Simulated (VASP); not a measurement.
# Si2Ni (Fm-3m) in VASP: single point with PBE

Aim: the single point of Si2Ni with PBE.

Program: VASP 6.6.1. These are calculated values, not measurements. Logs are shortened: lines on timing, memory, paths and dates and some standing lists are left out, and cuts for length are marked.

**1. The cell of the first run**

It takes space group Fm-3m (No. 225, cubic). The conventional cell has a = 5.406 Å, b = 5.406 Å, c = 5.406 Å, α = 90.00°, β = 90.00°, γ = 90.00°. Si (site symmetry -43m) has 4 Ni at 2.34 Å and 6 Si at 2.70 Å within 3.1 Å. Ni (site symmetry m-3m) has 8 Si at 2.34 Å within 3.1 Å.

**2. Single point, PBE, collinear spin, ferromagnetic start**

INCAR reads:

```
ALGO = Normal
EDIFF = 1E-7
ENCUT = 520
GGA = PE
ISIF = 2
ISMEAR = -1
ISPIN = 2
LASPH = True
LCHARG = False
LMAXMIX = 4
LORBIT = 11
LREAL = False
LWAVE = False
MAGMOM = 0 0 1.5
NBANDS = 20
NELM = 150
PREC = Accurate
SIGMA = 0.05
```

KPOINTS reads:

```
k-points
0
Gamma
  15 15 15
```

POSCAR reads:

```
Si2Ni
1.0
    0.0000000000      2.7030000000      2.7030000000
    2.7030000000      0.0000000000      2.7030000000
    2.7030000000      2.7030000000      0.0000000000
Si Ni
2 1
Direct
    0.2500000000      0.2500000000      0.2500000000
    0.7500000000      0.7500000000      0.7500000000
    0.0000000000      0.0000000000      0.0000000000
```

Potentials or basis: VASP PAW PBE potentials, release 64 (Si, Ni).

The run is started by

```bash
cat potpaw_PBE.64/Si/POTCAR potpaw_PBE.64/Ni/POTCAR > POTCAR
mpirun -np 1 vasp_std > vasp.out
```

OUTCAR:

```text
EDIFF = 1E-7
   ENCUT = 520
   GGA = PE
   ISIF = 2
   ISMEAR = -1
   ISPIN = 2
   LASPH = True
   LORBIT = 11
   LREAL = False
   NELM = 150
   PREC = Accurate

 ion  position               nearest neighbor table
   1  0.250  0.250  0.250-   3 2.34   3 2.34   3 2.34   3 2.34   2 2.70   2 2.70   2 2.70   2 2.70
                             2 2.70   2 2.70
   2  0.750  0.750  0.750-   3 2.34   3 2.34   3 2.34   3 2.34   1 2.70   1 2.70   1 2.70   1 2.70
                             1 2.70   1 2.70
   3  0.000  0.000  0.000-   2 2.34   1 2.34   2 2.34   1 2.34   2 2.34   2 2.34   1 2.34   1 2.34

  LATTYP: Found a face centered cubic cell.
 ALAT       =     5.4060000000

  Lattice vectors:

 A1 = (   0.0000000000,   2.7030000000,   2.7030000000)
 A2 = (   2.7030000000,   0.0000000000,   2.7030000000)
 A3 = (   2.7030000000,   2.7030000000,   0.0000000000)

Analysis of symmetry for initial positions (statically):
=====================================================================
 Subroutine PRICEL returns:
 Original cell was already a primitive cell.

 Routine SETGRP: Setting up the symmetry group for a
 face centered cubic supercell.

 Subroutine GETGRP returns: Found 48 space group operations
 (whereof 48 operations were pure point group operations)
 out of a pool of 48 trial point group operations.

The static configuration has the point symmetry O_h .

Analysis of symmetry for dynamics (positions and initial velocities):
=====================================================================
 Subroutine PRICEL returns:
 Original cell was already a primitive cell.

 Routine SETGRP: Setting up the symmetry group for a
 face centered cubic supercell.

 Subroutine GETGRP returns: Found 48 space group operations
 (whereof 48 operations were pure point group operations)
 out of a pool of 48 trial point group operations.

The dynamic configuration has the point symmetry O_h .

Analysis of structural, dynamic, and magnetic symmetry:
=====================================================================
 Subroutine PRICEL returns:
 Original cell was already a primitive cell.

 Routine SETGRP: Setting up the symmetry group for a
 face centered cubic supercell.

 Subroutine GETGRP returns: Found 48 space group operations
 (whereof 48 operations were pure point group operations)
 out of a pool of 48 trial point group operations.

The overall configuration has the point symmetry O_h .

 Subroutine INISYM returns: Found 48 space group operations
 (whereof 48 operations are pure point group operations),
 and found     1 'primitive' translations

----------------------------------------------------------------------------------------

                                     Primitive cell

  volume of cell :      39.4974

  direct lattice vectors                    reciprocal lattice vectors
     0.000000000  2.703000000  2.703000000    -0.184979652  0.184979652  0.184979652
     2.703000000  0.000000000  2.703000000     0.184979652 -0.184979652  0.184979652
     2.703000000  2.703000000  0.000000000     0.184979652  0.184979652 -0.184979652

  length of vectors
     3.822619259  3.822619259  3.822619259     0.320394156  0.320394156  0.320394156

  position of ions in fractional coordinates (direct lattice)
     0.250000000  0.250000000  0.250000000
     0.750000000  0.750000000  0.750000000
     0.000000000  0.000000000  0.000000000

  ion indices of the primitive-cell ions
   primitive index   ion index
                 1           1
                 2           2
                 3           3

----------------------------------------------------------------------------------------

 KPOINTS: k-points

Automatic generation of k-mesh.
 Grid dimensions read from file:
 generate k-points for:   15   15   15

 Generating k-lattice:

  Cartesian coordinates                     Fractional coordinates (reciprocal lattice)
    -0.012331977  0.012331977  0.012331977     0.066666667  0.000000000  0.000000000
     0.012331977 -0.012331977  0.012331977     0.000000000  0.066666667  0.000000000
     0.012331977  0.012331977 -0.012331977     0.000000000  0.000000000  0.066666667

  Length of vectors
     0.021359610  0.021359610  0.021359610

  Shift w.r.t. Gamma in fractional coordinates (k-lattice)
     0.000000000  0.000000000  0.000000000

 Subroutine IBZKPT returns following result:
 ===========================================

 Found    120 irreducible k-points:

 Following reciprocal coordinates:
            Coordinates               Weight
  0.000000  0.000000  0.000000      1.000000
  0.066667  0.000000  0.000000      8.000000
  0.133333  0.000000  0.000000      8.000000
  0.200000  0.000000  0.000000      8.000000
  0.266667  0.000000  0.000000      8.000000
  0.333333  0.000000  0.000000      8.000000
[... 16 lines left out ...]
  0.133333  0.133333  0.000000      6.000000
  0.200000  0.133333  0.000000     24.000000
 [... further k-points ...]
   k-points           NKPTS =    120   k-points in BZ     NKDIM =    120   number of bands    NBANDS=     20
   number of dos      NEDOS =    301   number of ions     NIONS =      3
   total plane-waves  NPLWV =  21952
   dimension x,y,z NGX =    28 NGY =   28 NGZ =   28
   dimension x,y,z NGXF=    56 NGYF=   56 NGZF=   56
   ions per type =               2   1
   NGX,Y,Z   is equivalent  to a cutoff of  12.18, 12.18, 12.18 a.u.
   NGXF,Y,Z  is equivalent  to a cutoff of  24.35, 24.35, 24.35 a.u.
 SYSTEM =  unknown system
   PREC   = accura    normal or accurate (medium, high low for compatibility)
   ISTART =      0    job   : 0-new  1-cont  2-samecut
   ICHARG =      2    charge: 1-file 2-atom 10-const
   ISPIN  =      2    spin polarized calculation?
   LNONCOLLINEAR =      F non collinear calculations
   LSORBIT =      F    spin-orbit coupling
   LASPH  =      T    aspherical Exc in radial PAW
   ENCUT  =  520.0 eV  38.22 Ry    6.18 a.u.   7.11  7.11  7.11*2*pi/ulx,y,z
   NELM   =    150;   NELMIN=  2; NELMDL= -5     # of ELM steps
   EDIFF  = 0.1E-06   stopping-criterion for ELM
   LREAL  =      F    real-space projection
   EDIFFG = 0.1E-05   stopping-criterion for IOM
   NSW    =      0    number of steps for IOM
   IBRION =     -1    ionic relax: 0-MD 1-quasi-New 2-CG
   NFREE  =      0    steps in history (QN), initial steepest desc. (CG)
   ISIF   =      2    stress and relaxation
   ISYM   =      2    0-nonsym 1-usesym 2-fastsym
   POTIM  = 0.5000    time-step for ionic-motion
   TEBEG  =    0.0;   TEEND  =   0.0 temperature during run
   PSTRESS=    0.0 pullay stress
   NELECT =      18.0000    total number of electrons
   NUPDOWN=      -1.0000    fix difference up-down
   EMIN   =  10.00;   EMAX   =-10.00  energy-range for DOS
   EFERMI =   0.00;   METHOD = LEGACY
   ISMEAR =    -1;   SIGMA  =   0.05  broadening in eV -4-tet -1-fermi 0-gaus
   EFERMI_NEDOS =   21; number of points for ismear=-14 and -15
   IALGO  =     38    algorithm
   IMIX   =      4    mixing-type and parameters
     AMIX     =   0.40;   BMIX     =  1.00
     AMIX_MAG =   1.60;   BMIX_MAG =  1.00
  volume/ion in A,a.u.               =      13.17        88.85
  Fermi-wavevector in a.u.,A,eV,Ry     =   1.259823  2.380721 21.594550  1.587155
  Thomas-Fermi vector in A             =   2.393364
   LORBIT       =     11    0 simple, 1 ext, 2 COOP (PROOUT), +10 PAW based schemes
   GGA     = PE    functional components
   LHFCALC =     F    Hartree Fock is set to
   AEXX    =    0.0000 exact exchange contribution
   IVDW    =     0    specifies the selected vdW correction
   LEPSILON=     F    determine dielectric tensor
   LRPA    =     F    only Hartree local field effects (RPA)
 spin polarized calculation
  energy-cutoff  :      520.00
  volume of cell :       39.50
 maximum number of plane-waves:      1073
   NGX = 15   NGY = 15   NGZ = 15

 number of electron      17.9999999 magnetization      -0.0000485

 number of electron      17.9999999 magnetization       0.0000354

 Free energy of the ion-electron system (eV)
  ---------------------------------------------------
  ext. energy  EPLUGINS =         0.00000000
  ---------------------------------------------------
  free energy    TOTEN  =       -17.36506739 eV

  energy without entropy =      -17.35879373  energy(sigma->0) =      -17.36193056

 E-fermi :  10.4376     XC(G=0): -11.5865

 val. band max:       10.4058430006   @ k =   0.4000   0.2667   0.0000
 cond. band min:      10.4501440889   @ k =  -0.4000   0.4667   0.0667
 fundamental gap:      0.0443010882
 Fermi energy:        10.4376002900

 spin component 1

 k-point     1 :       0.0000    0.0000    0.0000
  band No.  band energies     occupation
      1      -3.3988      1.00000
      2       5.2484      1.00000
      3       5.2484      1.00000
      4       5.2484      1.00000
      5       6.9386      1.00000
      6       6.9386      1.00000
[... 12 lines left out ...]
     19      19.6278      0.00000
     20      23.3447      0.00000
[... 507 lines left out ...]
 k-point    24 :       0.2000    0.1333    0.0000
  band No.  band energies     occupation
      1      -2.8088      1.00000
      2       4.4275      1.00000
      3       5.3206      1.00000
      4       5.3455      1.00000
      5       6.5894      1.00000
      6       7.0275      1.00000
[... 12 lines left out ...]
     19      21.9649      0.00000
     20      25.4584      0.00000

 [... further k-points ...]

 spin component 2

 k-point     1 :       0.0000    0.0000    0.0000
  band No.  band energies     occupation
      1      -3.3988      1.00000
      2       5.2484      1.00000
      3       5.2484      1.00000
      4       5.2484      1.00000
      5       6.9386      1.00000
      6       6.9386      1.00000
[... 12 lines left out ...]
     19      19.6278      0.00000
     20      23.3447      0.00000
[... 507 lines left out ...]
 k-point    24 :       0.2000    0.1333    0.0000
  band No.  band energies     occupation
      1      -2.8087      1.00000
      2       4.4275      1.00000
      3       5.3206      1.00000
      4       5.3455      1.00000
      5       6.5894      1.00000
      6       7.0274      1.00000
[... 12 lines left out ...]
     19      21.9649      0.00000
     20      25.4584      0.00000

 [... further k-points ...]
[... 5 lines left out ...]
  --------------------------------------------------------------------------------------
  -------------------------------------------------------------------------------------
  Total        0.7889343      0.7889343      0.7889343     -0.0000000      0.0000000     -0.0000000
  in kB       32.0024550     32.0024550     32.0024550     -0.0000000      0.0000000     -0.0000000
  external PRESSURE =      32.0024550 kB  Pullay stress =       0.0000000 kB

 VOLUME and BASIS-vectors are now :
 -----------------------------------------------------------------------------
  energy-cutoff  :      520.00
  volume of cell :       39.50
      direct lattice vectors                 reciprocal lattice vectors
     0.000000000  2.703000000  2.703000000    -0.184979652  0.184979652  0.184979652
     2.703000000  0.000000000  2.703000000     0.184979652 -0.184979652  0.184979652
     2.703000000  2.703000000  0.000000000     0.184979652  0.184979652 -0.184979652

 POSITION                                       TOTAL-FORCE (eV/Angst)
 -----------------------------------------------------------------------------------
      1.35150      1.35150      1.35150        -0.000000      0.000000     -0.000000
      4.05450      4.05450      4.05450         0.000000      0.000000      0.000000
      0.00000      0.00000      0.00000        -0.000000     -0.000000     -0.000000
 -----------------------------------------------------------------------------------
    total drift:                               -0.000000     -0.000000      0.000000

  FREE ENERGIE OF THE ION-ELECTRON SYSTEM (eV)
  ---------------------------------------------------
  free  energy   TOTEN  =       -17.3650673898 eV

  energy  without entropy=      -17.3587937252  energy(sigma->0) =      -17.36193056

 total charge

# of ion       s       p       d       tot
------------------------------------------
    1        0.740   0.845   0.000   1.586
    2        0.740   0.845   0.000   1.586
    3        0.559   0.801   8.448   9.808
--------------------------------------------------
tot          2.040   2.492   8.448  12.979

 magnetization (x)

# of ion       s       p       d       tot
------------------------------------------
    1        0.000  -0.000   0.000   0.000
    2        0.000  -0.000   0.000   0.000
    3        0.000   0.000   0.000   0.000
--------------------------------------------------
tot          0.000  -0.000   0.000   0.000
```

Wall time 2.3 min (1 thread of Intel Xeon Platinum 8375C at 2.90GHz (Ice Lake), shared host); peak memory 0.27 GiB.

Results:

```yaml
Free_energy: -17.3651 eV
Pressure: 3.2 GPa
Band_gap_on_the_k_mesh: zero (filled and empty bands overlap)
Net_moment: 0.00 μB per cell
Valence_electrons_inside_the_program's_atomic_spheres: Si 1.59; Ni 9.81
```

Levels at points of the mesh, in eV from the Fermi level:
Spin up:
```
           k point  band 5  band 6  band 7  band 8  band 9  band 10  band 11  band 12  band 13  band 14
(0.00, 0.00, 0.00)   -3.50   -3.50   -0.28    1.71    1.71     1.71     2.30     2.30     2.30     4.74
```
Spin down:
```csv
k point,band 6,band 7,band 8,band 9,band 10,band 11,band 12,band 13
"(0.00, 0.00, 0.00)",-3.50,-0.28,1.71,1.71,1.71,2.30,2.30,2.30
```

Caveat: the starting moments collapsed, and a magnetic state may lie lower.
